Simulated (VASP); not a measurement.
# FeNi3 (Awaruite) (Pm-3m) in VASP: further runs, part 2 of 2

VASP 6.6.1.

## (4) Single point, PBEsol, collinear spin, ferromagnetic start

This run uses another cell than the first one, of 11.58 Å³/atom, 1.061 times its volume.

The input, INCAR:

```
SYSTEM = FeNi3
  ALGO = Normal
  EDIFF = 1E-6
  ENCUT = 520
  GGA = PS
  ISIF = 2
  ISMEAR = -1
  ISPIN = 2
  LASPH = .True.
  LCHARG = .True.
  LELF = .True.
  LMAXMIX = 4
  LORBIT = 11
  LREAL = .False.
  LVHAR = .True.
  LWAVE = .False.
  MAGMOM = 1 1 1 3
  NBANDS = 31
  NELM = 150
  PREC = Accurate
  SIGMA = 0.05
```

The input, KPOINTS:

```
k-points
0
Gamma
  8 8 8
  0 0 0
```

The input, POSCAR:

```
FeNi3
1.0
    3.5916500865      0.0000000000      0.0000000000
    0.0000000000      3.5916500865      0.0000000000
    0.0000000000      0.0000000000      3.5916500865
Ni Fe
3 1
Direct
    0.5000000000      0.5000000000      0.0000000000
    0.5000000000      0.0000000000      0.5000000000
    0.0000000000      0.5000000000      0.5000000000
    0.0000000000      0.0000000000      0.0000000000
```

Launch:

```console
> cat potpaw_PBE.64/Ni/POTCAR potpaw_PBE.64/Fe/POTCAR > POTCAR
> mpirun -np 1 vasp_std > vasp.out
```

Run time: 2.5 min. Hardware: 1 thread of Oxide Virtual Turin-like, shared host; peak memory 0.19 GiB.

Results (log left out):

| Item | Value |
| --- | --- |
| Free energy | -27.4461 eV |
| Pressure | -15.3 GPa |
| Net moment | 4.90 μB per cell |
| Site moments | Ni +0.66; Fe +2.96 μB |
| Valence electrons inside the program's atomic spheres | Ni 9.27; Fe 7.01 |

Levels at points of the mesh, in eV from the Fermi level:
Spin up:
```csv
k point,band 18,band 19,band 20,band 21,band 22,band 23,band 24,band 25
"(0.00, 0.00, 0.00)",-0.76,-0.63,-0.63,-0.63,2.17,2.17,2.17,8.47
"(0.50, 0.00, 0.00)",-1.48,-1.41,-1.02,-0.76,-0.63,7.21,7.21,7.26
"(0.50, 0.50, 0.00)",-1.69,-1.47,-1.43,0.66,0.66,0.68,0.68,10.80
"(0.50, 0.50, 0.50)",-0.79,-0.79,-0.79,-0.49,-0.49,-0.49,-0.32,5.12
```
Spin down:
```
           k point  band 13  band 14  band 15  band 16  band 17  band 18  band 19  band 20  band 21  band 22
(0.00, 0.00, 0.00)     0.02     0.28     0.28     0.28     0.96     0.96     1.24     1.24     1.24     2.25
(0.50, 0.00, 0.00)    -0.88    -0.88    -0.78    -0.34    -0.07    -0.07     0.28     0.50     0.60     1.21
(0.50, 0.50, 0.00)    -1.11    -1.11    -1.10    -0.73    -0.62     0.20     0.20     0.39     1.34     1.34
(0.50, 0.50, 0.50)    -0.41    -0.40    -0.40    -0.40     0.07     0.07     0.07     0.79     0.79     0.79
```

Caveat: the PAW data sets were made with another functional, which shifts forces and pressure a little.

## (5) Single point, PBEsol, collinear spin, ferromagnetic start

This run uses another cell than the first one, of 11.81 Å³/atom, 1.082 times its volume.

The input, INCAR:

```
PREC = Accurate
ENCUT = 520
EDIFF = 1E-6
ISMEAR = -1
SIGMA = 0.05
LREAL = False
LASPH = True
NELM = 150
ALGO = Normal
ISIF = 2
LWAVE = False
LCHARG = True
ISPIN = 2
MAGMOM = 1 1 1 3
LORBIT = 11
LMAXMIX = 4
GGA = PS
LELF = True
LVHAR = True
NBANDS = 31
```

The input, KPOINTS:

```
regular mesh
0
Gamma
  8 8 8
```

The input, POSCAR:

```
FeNi3
1.0
    3.6145274555      0.0000000000      0.0000000000
    0.0000000000      3.6145274555      0.0000000000
    0.0000000000      0.0000000000      3.6145274555
Ni Fe
3 1
Direct
    0.5000000000      0.5000000000      0.0000000000
    0.5000000000      0.0000000000      0.5000000000
    0.0000000000      0.5000000000      0.5000000000
    0.0000000000      0.0000000000      0.0000000000
```

Launch:

```console
> cat potpaw_PBE.64/Ni/POTCAR potpaw_PBE.64/Fe/POTCAR > POTCAR
> mpirun -np 1 vasp_std > vasp.out
```

It took 2.8 min on 1 thread of Oxide Virtual Turin-like, shared host; peak memory 0.19 GiB.

Results (log left out):

```
Free energy                                           : -27.3524 eV
Pressure                                              : -18.1 GPa
Net moment                                            : 4.94 μB per cell
Site moments                                          : Ni +0.67; Fe +2.98 μB
Valence electrons inside the program's atomic spheres : Ni 9.24; Fe 6.98
```

Levels at points of the mesh, in eV from the Fermi level:
Spin up:
| k point | band 18 | band 19 | band 20 | band 21 | band 22 | band 23 | band 24 | band 25 |
| --- | --- | --- | --- | --- | --- | --- | --- | --- |
| (0.00, 0.00, 0.00) | -0.78 | -0.64 | -0.64 | -0.64 | 2.16 | 2.16 | 2.16 | 8.30 |
| (0.50, 0.00, 0.00) | -1.46 | -1.42 | -1.01 | -0.78 | -0.64 | 7.10 | 7.10 | 7.16 |
| (0.50, 0.50, 0.00) | -1.68 | -1.45 | -1.41 | 0.63 | 0.63 | 0.63 | 0.63 | 10.66 |
| (0.50, 0.50, 0.50) | -0.79 | -0.79 | -0.79 | -0.46 | -0.46 | -0.46 | -0.28 | 4.99 |
Spin down:
| k point | band 14 | band 15 | band 16 | band 17 | band 18 | band 19 |
| --- | --- | --- | --- | --- | --- | --- |
| (0.00, 0.00, 0.00) | 0.27 | 0.27 | 0.27 | 0.95 | 0.95 | 1.21 |
| (0.50, 0.00, 0.00) | -0.85 | -0.75 | -0.33 | -0.06 | -0.06 | 0.28 |
| (0.50, 0.50, 0.00) | -1.07 | -1.07 | -0.71 | -0.59 | 0.21 | 0.21 |
| (0.50, 0.50, 0.50) | -0.37 | -0.37 | -0.37 | 0.08 | 0.08 | 0.08 |

Caveat: the PAW data sets were made with another functional, which shifts forces and pressure a little.

## (6) Single point, PBEsol

This run uses another cell than the first one, of 11.14 Å³/atom, 1.020 times its volume.

The input, INCAR:

```
SYSTEM = FeNi3
ALGO = Normal
EDIFF = 1E-6
ENCUT = 520
GGA = PS
ISIF = 2
ISMEAR = -1
LASPH = .True.
LCHARG = .False.
LREAL = .False.
LWAVE = .False.
NBANDS = 27
NELM = 60
PREC = Accurate
SIGMA = 0.05
```

The input, KPOINTS:

```
k-points
0
Gamma
  8 8 8
  0 0 0
```

The input, POSCAR:

```
FeNi3
1.0
    3.5450000000      0.0000000000      0.0000000000
    0.0000000000      3.5450000000      0.0000000000
    0.0000000000      0.0000000000      3.5450000000
Ni Fe
3 1
Direct
    0.5000000000      0.5000000000      0.0000000000
    0.5000000000      0.0000000000      0.5000000000
    0.0000000000      0.5000000000      0.5000000000
    0.0000000000      0.0000000000      0.0000000000
```

Potentials or basis: VASP PAW PBE potentials, release 64 (Ni, Fe).

Launch:

```console
> cat potpaw_PBE.64/Ni/POTCAR potpaw_PBE.64/Fe/POTCAR > POTCAR
> mpirun -np 1 vasp_std > vasp.out
```

Wall time 52 s (1 thread of AMD EPYC 9755, shared host); peak memory 0.14 GiB.

The run converged. Its results:

- Free energy: -26.5644 eV
- Pressure: -17.3 GPa
- Band gap on the k mesh: zero (band 19 reaches 8.69 eV, above the bottom of band 20 at 7.66 eV)

Levels at points of the mesh, in eV from the Fermi level:
| k point | band 15 | band 16 | band 17 | band 18 | band 19 | band 20 | band 21 | band 22 | band 23 | band 24 |
| --- | --- | --- | --- | --- | --- | --- | --- | --- | --- | --- |
| (0.00, 0.00, 0.00) | -0.04 | -0.04 | 0.32 | 0.32 | 0.63 | 0.63 | 0.63 | 2.53 | 2.53 | 2.53 |
| (0.50, 0.00, 0.00) | -1.06 | -0.66 | -0.66 | -0.60 | -0.30 | -0.05 | -0.04 | 0.61 | 7.95 | 7.95 |
| (0.50, 0.50, 0.00) | -1.38 | -1.06 | -0.96 | -0.50 | -0.40 | -0.40 | 1.23 | 1.23 | 1.83 | 1.95 |
| (0.50, 0.50, 0.50) | -0.24 | -0.24 | -0.15 | -0.15 | -0.15 | 0.29 | 0.29 | 0.29 | 0.35 | 0.35 |

Caveat: the PAW data sets were made with another functional, which shifts forces and pressure a little; the run has no spin polarisation, though such a crystal can be magnetic. Spin polarisation is off, so any magnetic state and its effect on volume and gap are missing.

## (7) The runs side by side

```tsv
spin	cell	gap on the mesh (eV)	pressure (GPa)	moment (μB)
collinear, ferromagnetic start	a = 3.521 Å, 4 atoms	none	-5.8	4.75
collinear, ferromagnetic start	a = 3.568 Å, 4 atoms	none	-12.5	4.85
collinear, ferromagnetic start	a = 3.592 Å, 4 atoms	none	-15.3	4.90
collinear, ferromagnetic start	a = 3.615 Å, 4 atoms	none	-18.1	4.94
off	a = 3.545 Å, 4 atoms	none	-17.3	-
```

Alike in all rows: task single point; level PBEsol; potentials or basis VASP PAW PBE potentials, release 64 (Ni, Fe); k mesh 8 × 8 × 8; cutoff (eV) 520; smearing fermi-dirac 0.05 eV.

Caveats: the PAW data sets were made with another functional, which shifts forces and pressure a little.

Total energies depend on the potentials used, so only differences within one code and one set of settings carry meaning.
